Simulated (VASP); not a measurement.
# Sr2SnO3 (Cmmm) in VASP: further runs

Sr2SnO3 is run at these levels: PBE; tasks: single point.

All numbers are computed with VASP 6.6.1; they aren't measurements. Logs are shortened: lines on timing, memory, paths and dates and some standing lists are left out, and cuts for length are marked.

## Step 1: The cell of the first run

The structure is orthorhombic, space group Cmmm (No. 65). Conventional cell: a = 6.466 Å, b = 6.617 Å, c = 8.322 Å, α = 90.00°, β = 90.00°, γ = 90.00°. Within 2.7 Å of Sr (site symmetry mm2) lie 1 O at 2.07 Å. Within 3.1 Å of Sn (site symmetry mmm) lie 4 O at 2.31 Å. Within 3.4 Å of O (site symmetry 2/m) lie 2 Sn at 2.31 Å and 6 O at 2.31 to 3.31 Å and 4 Sr at 3.10 Å. Within 2.7 Å of O (site symmetry mmm) lie 2 Sr at 2.07 Å and 4 O at 2.31 Å.

The cell was generated, and may not be a known phase.

## Step 2: Single point, PBE

INCAR reads:

```
SYSTEM = Sr2SnO3
PREC = Accurate
ENCUT = 520
EDIFF = 1E-6
ISMEAR = 0
SIGMA = 0.1
LREAL = .FALSE.
LASPH = .TRUE.
NELM = 100
ALGO = Normal
ISIF = 2
LWAVE = .FALSE.
LCHARG = .FALSE.
GGA = PE
NBANDS = 35
```

KPOINTS reads:

```
Automatic mesh
0
G
  4 4 2
  0 0 0
```

POSCAR reads:

```
Sr2SnO3
1.0
    3.2330421711     -3.3082876481      0.0000000000
    3.2330421711      3.3082876481      0.0000000000
    0.0000000000      0.0000000000      8.3217436623
Sr Sn O
2 1 3
Direct
    0.5000000000      0.5000000000      0.7517683263
    0.5000000000      0.5000000000      0.2482316737
    0.0000000000      0.0000000000      0.0000000000
    0.0000000000      0.5000000000      0.0000000000
    0.5000000000      0.0000000000      0.0000000000
    0.5000000000      0.5000000000      0.0000000000
```

Potentials or basis: VASP PAW PBE potentials, release 64 (Sr_sv, Sn_d, O).

Command:

```bash
cat potpaw_PBE.64/Sr_sv/POTCAR potpaw_PBE.64/Sn_d/POTCAR potpaw_PBE.64/O/POTCAR > POTCAR
mpirun -np 1 vasp_std > vasp.out
```

OUTCAR:

```text
SYSTEM = Sr2SnO3
   PREC = Accurate
   ENCUT = 520
   EDIFF = 1E-6
   ISMEAR = 0
   LREAL = .FALSE.
   LASPH = .TRUE.
   NELM = 100
   ISIF = 2
   GGA = PE

 ion  position               nearest neighbor table
   1  0.500  0.500  0.752-   6 2.07   5 3.10   4 3.10   5 3.10   4 3.10   3 3.84   3 3.84   3 3.90
                             3 3.90   2 4.13   2 4.19
   2  0.500  0.500  0.248-   6 2.07   5 3.10   4 3.10   5 3.10   4 3.10   3 3.84   3 3.84   3 3.90
                             3 3.90   1 4.13   1 4.19
   3  0.000  0.000  0.000-   4 2.31   5 2.31   4 2.31   5 2.31   1 3.84   2 3.84   1 3.84   2 3.84
                             2 3.90   2 3.90   1 3.90   1 3.90
   4  0.000  0.500  0.000-   3 2.31   3 2.31   1 3.10   2 3.10   1 3.10   2 3.10
   5  0.500  0.000  0.000-   3 2.31   3 2.31   1 3.10   1 3.10   2 3.10   2 3.10
   6  0.500  0.500  0.000-   1 2.07   2 2.07

  LATTYP: Found a base centered orthorhombic cell.
 ALAT       =     6.4660843422
 B/A-ratio  =     1.0232738928
 C/A-ratio  =     1.2869834697

  Lattice vectors:

 A1 = (   3.2330421711,  -3.3082876481,   0.0000000000)
 A2 = (   3.2330421711,   3.3082876481,   0.0000000000)
 A3 = (   0.0000000000,   0.0000000000,   8.3217436623)

Analysis of symmetry for initial positions (statically):
=====================================================================
 Subroutine PRICEL returns:
 Original cell was already a primitive cell.

 Routine SETGRP: Setting up the symmetry group for a
 base centered orthorhombic supercell.

 Subroutine GETGRP returns: Found  8 space group operations
 (whereof  8 operations were pure point group operations)
 out of a pool of  8 trial point group operations.

The static configuration has the point symmetry D_2h.

Analysis of symmetry for dynamics (positions and initial velocities):
=====================================================================
 Subroutine PRICEL returns:
 Original cell was already a primitive cell.

 Routine SETGRP: Setting up the symmetry group for a
 base centered orthorhombic supercell.

 Subroutine GETGRP returns: Found  8 space group operations
 (whereof  8 operations were pure point group operations)
 out of a pool of  8 trial point group operations.

The dynamic configuration has the point symmetry D_2h.

 Subroutine INISYM returns: Found  8 space group operations
 (whereof  8 operations are pure point group operations),
 and found     1 'primitive' translations

----------------------------------------------------------------------------------------

                                     Primitive cell

  volume of cell :     178.0160

  direct lattice vectors                    reciprocal lattice vectors
     3.233042171 -3.308287648  0.000000000     0.154653102 -0.151135588  0.000000000
     3.233042171  3.308287648  0.000000000     0.154653102  0.151135588  0.000000000
     0.000000000  0.000000000  8.321743662     0.000000000  0.000000000  0.120167124

  length of vectors
     4.625724683  4.625724683  8.321743662     0.216239561  0.216239561  0.120167124

  position of ions in fractional coordinates (direct lattice)
     0.500000000  0.500000000  0.751768326
     0.500000000  0.500000000  0.248231674
     0.000000000  0.000000000  0.000000000
     0.000000000  0.500000000  0.000000000
     0.500000000  0.000000000  0.000000000
     0.500000000  0.500000000  0.000000000

  ion indices of the primitive-cell ions
   primitive index   ion index
                 1           1
                 2           2
                 3           3
                 4           4
                 5           5
                 6           6

----------------------------------------------------------------------------------------

 KPOINTS: Automatic mesh

Automatic generation of k-mesh.
 Grid dimensions read from file:
 generate k-points for:    4    4    2

 Generating k-lattice:

  Cartesian coordinates                     Fractional coordinates (reciprocal lattice)
     0.038663275 -0.037783897  0.000000000     0.250000000  0.000000000  0.000000000
     0.038663275  0.037783897  0.000000000     0.000000000  0.250000000  0.000000000
     0.000000000  0.000000000  0.060083562     0.000000000  0.000000000  0.500000000

  Length of vectors
     0.054059890  0.054059890  0.060083562

  Shift w.r.t. Gamma in fractional coordinates (k-lattice)
     0.000000000  0.000000000  0.000000000

 Subroutine IBZKPT returns following result:
 ===========================================

 Found     14 irreducible k-points:

 Following reciprocal coordinates:
            Coordinates               Weight
  0.000000  0.000000  0.000000      1.000000
  0.250000  0.000000  0.000000      4.000000
  0.500000  0.000000  0.000000      2.000000
  0.250000  0.250000  0.000000      2.000000
  0.500000  0.250000  0.000000      4.000000
 -0.250000  0.250000  0.000000      2.000000
  0.500000  0.500000  0.000000      1.000000
  0.000000  0.000000  0.500000      1.000000
  0.250000  0.000000  0.500000      4.000000
  0.500000  0.000000  0.500000      2.000000
  0.250000  0.250000  0.500000      2.000000
  0.500000  0.250000  0.500000      4.000000
 -0.250000  0.250000  0.500000      2.000000
  0.500000  0.500000  0.500000      1.000000
   k-points           NKPTS =     14   k-points in BZ     NKDIM =     14   number of bands    NBANDS=     35
   number of dos      NEDOS =    301   number of ions     NIONS =      6
   total plane-waves  NPLWV =  82944
   dimension x,y,z NGX =    36 NGY =   36 NGZ =   64
   dimension x,y,z NGXF=    72 NGYF=   72 NGZF=  128
   ions per type =               2   1   3
   NGX,Y,Z   is equivalent  to a cutoff of  12.94, 12.94, 12.79 a.u.
   NGXF,Y,Z  is equivalent  to a cutoff of  25.88, 25.88, 25.57 a.u.
 SYSTEM =  Sr2SnO3
   PREC   = accura    normal or accurate (medium, high low for compatibility)
   ISTART =      0    job   : 0-new  1-cont  2-samecut
   ICHARG =      2    charge: 1-file 2-atom 10-const
   ISPIN  =      1    spin polarized calculation?
   LNONCOLLINEAR =      F non collinear calculations
   LSORBIT =      F    spin-orbit coupling
   LASPH  =      T    aspherical Exc in radial PAW
   ENCUT  =  520.0 eV  38.22 Ry    6.18 a.u.   8.60  8.60 15.47*2*pi/ulx,y,z
   NELM   =    100;   NELMIN=  2; NELMDL= -5     # of ELM steps
   EDIFF  = 0.1E-05   stopping-criterion for ELM
   LREAL  =      F    real-space projection
   EDIFFG = 0.1E-04   stopping-criterion for IOM
   NSW    =      0    number of steps for IOM
   IBRION =     -1    ionic relax: 0-MD 1-quasi-New 2-CG
   NFREE  =      0    steps in history (QN), initial steepest desc. (CG)
   ISIF   =      2    stress and relaxation
   ISYM   =      2    0-nonsym 1-usesym 2-fastsym
   POTIM  = 0.5000    time-step for ionic-motion
   TEBEG  =    0.0;   TEEND  =   0.0 temperature during run
   PSTRESS=    0.0 pullay stress
   NELECT =      52.0000    total number of electrons
   NUPDOWN=      -1.0000    fix difference up-down
   EMIN   =  10.00;   EMAX   =-10.00  energy-range for DOS
   EFERMI =   0.00;   METHOD = LEGACY
   ISMEAR =     0;   SIGMA  =   0.10  broadening in eV -4-tet -1-fermi 0-gaus
   EFERMI_NEDOS =   21; number of points for ismear=-14 and -15
   IALGO  =     38    algorithm
   IMIX   =      4    mixing-type and parameters
     AMIX     =   0.40;   BMIX     =  1.00
     AMIX_MAG =   1.60;   BMIX_MAG =  1.00
  volume/ion in A,a.u.               =      29.67       200.22
  Fermi-wavevector in a.u.,A,eV,Ry     =   1.086233  2.052683 16.053541  1.179902
  Thomas-Fermi vector in A             =   2.222365
   LORBIT       =      0    0 simple, 1 ext, 2 COOP (PROOUT), +10 PAW based schemes
   GGA     = PE    functional components
   LHFCALC =     F    Hartree Fock is set to
   AEXX    =    0.0000 exact exchange contribution
   IVDW    =     0    specifies the selected vdW correction
   LEPSILON=     F    determine dielectric tensor
   LRPA    =     F    only Hartree local field effects (RPA)
 non-spin polarized calculation
 Gauss-broadening in eV      SIGMA  =   0.10
  energy-cutoff  :      520.00
  volume of cell :      178.02
 maximum number of plane-waves:      4809
 NGX is ok and might be reduce to    36
   NGX = 17   NGY = 17   NGZ = 31

 number of electron      52.0000006 magnetization

 Free energy of the ion-electron system (eV)
  ---------------------------------------------------
  ext. energy  EPLUGINS =         0.00000000
  ---------------------------------------------------
  free energy    TOTEN  =       -26.29822331 eV

  energy without entropy =      -26.25869495  energy(sigma->0) =      -26.27845913

 E-fermi :   1.8594     XC(G=0):  -7.6838

 val. band max:        1.8447619970   @ k =   0.2500   0.2500   0.5000
 cond. band min:       1.8958431691   @ k =   0.5000   0.2500   0.0000
 fundamental gap:      0.0510811721
 Fermi energy:         1.8594120437

 k-point     1 :       0.0000    0.0000    0.0000
  band No.  band energies     occupation
      1     -33.6230      2.00000
      2     -33.6048      2.00000
      3     -19.5480      2.00000
      4     -19.5347      2.00000
      5     -19.4408      2.00000
      6     -19.4322      2.00000
[... 27 lines left out ...]
     34       6.0172      0.00000
     35       6.2778      0.00000

 k-point     2 :       0.2500    0.0000    0.0000
  band No.  band energies     occupation
      1     -33.6222      2.00000
      2     -33.6040      2.00000
      3     -19.5410      2.00000
      4     -19.4836      2.00000
      5     -19.4416      2.00000
      6     -19.4329      2.00000
[... 27 lines left out ...]
     34       5.8929      0.00000
     35       5.9396      0.00000
[... 416 lines left out ...]
     34       5.5849      0.00000
     35       6.3783      0.00000

 k-point    14 :       0.5000    0.5000    0.5000
  band No.  band energies     occupation
      1     -33.6164      2.00000
      2     -33.6051      2.00000
      3     -19.4785      2.00000
      4     -19.4444      2.00000
      5     -19.4360      2.00000
      6     -19.3701      2.00000
[... 27 lines left out ...]
     34       5.2875      0.00000
     35       6.5806      0.00000

------------------------ aborting loop because EDIFF is reached ----------------------------------------

  FORCE on cell =-STRESS in cart. coord.  units (eV):
  Direction    XX          YY          ZZ          XY          YZ          ZX
  --------------------------------------------------------------------------------------
  -------------------------------------------------------------------------------------
  Total        0.1317888     -0.2006112      0.9793223      0.0000000      0.0000000      0.0000000
  in kB        1.1861241     -1.8055383      8.8140860      0.0000000      0.0000000      0.0000000
  external PRESSURE =       2.7315572 kB  Pullay stress =       0.0000000 kB

 VOLUME and BASIS-vectors are now :
 -----------------------------------------------------------------------------
  energy-cutoff  :      520.00
  volume of cell :      178.02
      direct lattice vectors                 reciprocal lattice vectors
     3.233042171 -3.308287648  0.000000000     0.154653102 -0.151135588  0.000000000
     3.233042171  3.308287648  0.000000000     0.154653102  0.151135588  0.000000000
     0.000000000  0.000000000  8.321743662     0.000000000  0.000000000  0.120167124

 POSITION                                       TOTAL-FORCE (eV/Angst)
 -----------------------------------------------------------------------------------
      3.23304      0.00000      6.25602        -0.000000     -0.000000     -0.255648
      3.23304      0.00000      2.06572         0.000000     -0.000000      0.255648
      0.00000      0.00000      0.00000        -0.000000      0.000000      0.000000
      1.61652      1.65414      0.00000        -0.000000     -0.000000      0.000000
      1.61652     -1.65414      0.00000        -0.000000     -0.000000      0.000000
      3.23304      0.00000      0.00000        -0.000000     -0.000000      0.000000
 -----------------------------------------------------------------------------------
    total drift:                                0.000000      0.000000     -0.000000

  FREE ENERGIE OF THE ION-ELECTRON SYSTEM (eV)
  ---------------------------------------------------
  free  energy   TOTEN  =       -26.2982233105 eV

  energy  without entropy=      -26.2586949524  energy(sigma->0) =      -26.27845913
```

Run time: 52 s. Hardware: 1 thread of Intel Xeon 6975P-C (Granite Rapids), shared host; peak memory 0.31 GiB.

What came out:

```
Free energy            : -26.2982 eV
Pressure               : 0.3 GPa
Largest force          : 0.256 eV/Å
Band gap on the k mesh : zero (bands 26 and 27 overlap by 0.80 eV)
```

Forces in eV/Å, atoms in the order of the input:
```
Sr   0.000  0.000 -0.256
Sr   0.000  0.000  0.256
Sn   0.000  0.000  0.000
O    0.000  0.000  0.000
O    0.000  0.000  0.000
O    0.000  0.000  0.000
```

Stress tensor (GPa, compression positive):
```
 0.12  0.00  0.00
 0.00 -0.18  0.00
 0.00  0.00  0.88
```

Levels at points of the mesh, in eV from the Fermi level:
| k point | band 22 | band 23 | band 24 | band 25 | band 26 | band 27 | band 28 | band 29 | band 30 | band 31 |
| --- | --- | --- | --- | --- | --- | --- | --- | --- | --- | --- |
| (0.00, 0.00, 0.00) | -3.36 | -2.59 | -2.30 | -1.14 | 0.64 | 0.74 | 0.77 | 2.37 | 2.72 | 3.50 |
| (0.50, 0.00, 0.00) | -2.23 | -2.20 | -2.04 | -0.32 | 0.11 | 0.69 | 0.73 | 0.79 | 2.49 | 2.55 |
| (0.50, 0.50, 0.00) | -2.31 | -2.24 | -2.18 | -1.70 | -0.56 | 0.66 | 1.49 | 1.61 | 2.04 | 2.41 |
| (0.00, 0.00, 0.50) | -3.36 | -2.59 | -2.48 | -0.89 | 0.75 | 0.78 | 1.00 | 1.89 | 2.85 | 2.91 |
| (0.50, 0.00, 0.50) | -2.34 | -2.22 | -2.00 | -0.20 | -0.05 | 0.63 | 0.80 | 1.46 | 1.65 | 3.20 |
| (0.50, 0.50, 0.50) | -2.31 | -2.22 | -2.16 | -1.70 | -0.72 | 0.89 | 1.45 | 1.57 | 2.55 | 2.96 |

Caveat: the k points lie up to 0.38 Å⁻¹ apart, too coarse for converged energies and pressures of a metal; spin-orbit coupling is left out, which moves the levels of the heavy elements.

## Step 3: Single point, PBE

This run uses another cell than the first one, of 29.28 Å³/atom.

INCAR reads:

```
  ALGO = Normal
  EDIFF = 1E-6
  ENCUT = 520
  GGA = PE
  ISIF = 2
  ISMEAR = 0
  LASPH = True
  LCHARG = True
  LELF = True
  LREAL = False
  LVHAR = True
  LWAVE = False
  NBANDS = 35
  NELM = 100
  PREC = Accurate
  SIGMA = 0.1
```

KPOINTS reads:

```
k-points
0
Gamma
  8 8 6
```

POSCAR reads:

```
Sr2SnO3
1.0
    3.2337813375     -3.2373466738      0.0000000000
    3.2337813375      3.2373466738      0.0000000000
    0.0000000000      0.0000000000      8.3892042131
Sr Sn O
2 1 3
Direct
    0.5000000000      0.5000000000      0.7496190758
    0.5000000000      0.5000000000      0.2503809242
    0.0000000000      0.0000000000      0.0000000000
    0.0000000000      0.5000000000      0.0000000000
    0.5000000000      0.0000000000      0.0000000000
    0.5000000000      0.5000000000      0.0000000000
```

Potentials or basis: VASP PAW PBE potentials, release 64 (Sr_sv, Sn_d, O).

Command:

```bash
cat potpaw_PBE.64/Sr_sv/POTCAR potpaw_PBE.64/Sn_d/POTCAR potpaw_PBE.64/O/POTCAR > POTCAR
mpirun -np 1 vasp_std > vasp.out
```

Run time: 4.9 min. Hardware: 1 thread of Intel Xeon 6975P-C (Granite Rapids), shared host; peak memory 0.6 GiB.

Results (log left out):

```yaml
Free_energy: -26.4288 eV
Pressure: 0.3 GPa
Largest_force: 0.206 eV/Å
Band_gap_on_the_k_mesh: zero (bands 26 and 27 overlap by 0.82 eV)
```

Forces on the atoms (eV/Å):
```
Sr   0.000  0.000 -0.206
Sr   0.000  0.000  0.206
Sn   0.000  0.000  0.000
O    0.000  0.000  0.000
O    0.000  0.000  0.000
O    0.000  0.000  0.000
```

Stress tensor (GPa, compression positive):
```
0.04 0.00 0.00
0.00 0.02 0.00
0.00 0.00 0.70
```

Levels at points of the mesh, in eV from the Fermi level:
| k point | band 22 | band 23 | band 24 | band 25 | band 26 | band 27 | band 28 | band 29 | band 30 | band 31 |
| --- | --- | --- | --- | --- | --- | --- | --- | --- | --- | --- |
| (0.00, 0.00, 0.00) | -3.82 | -2.85 | -2.70 | -1.26 | 0.45 | 0.45 | 0.46 | 2.19 | 2.50 | 3.25 |
| (0.50, 0.00, 0.00) | -2.56 | -2.56 | -2.44 | -0.41 | 0.00 | 0.48 | 0.63 | 0.64 | 2.33 | 2.34 |
| (0.50, 0.50, 0.00) | -2.62 | -2.62 | -2.59 | -2.05 | -0.65 | 0.56 | 1.48 | 1.48 | 1.95 | 2.40 |
| (0.00, 0.00, 0.50) | -3.82 | -2.86 | -2.83 | -1.08 | 0.46 | 0.46 | 0.82 | 1.76 | 2.63 | 2.71 |
| (0.50, 0.00, 0.50) | -2.65 | -2.56 | -2.41 | -0.27 | -0.12 | 0.48 | 0.49 | 1.30 | 1.55 | 3.08 |
| (0.50, 0.50, 0.50) | -2.61 | -2.61 | -2.59 | -2.05 | -0.80 | 0.81 | 1.43 | 1.43 | 2.43 | 2.96 |

Caveat: spin-orbit coupling is left out, which moves the levels of the heavy elements.

The gap in the log of VASP goes by the Fermi energy; the results here count the filled bands.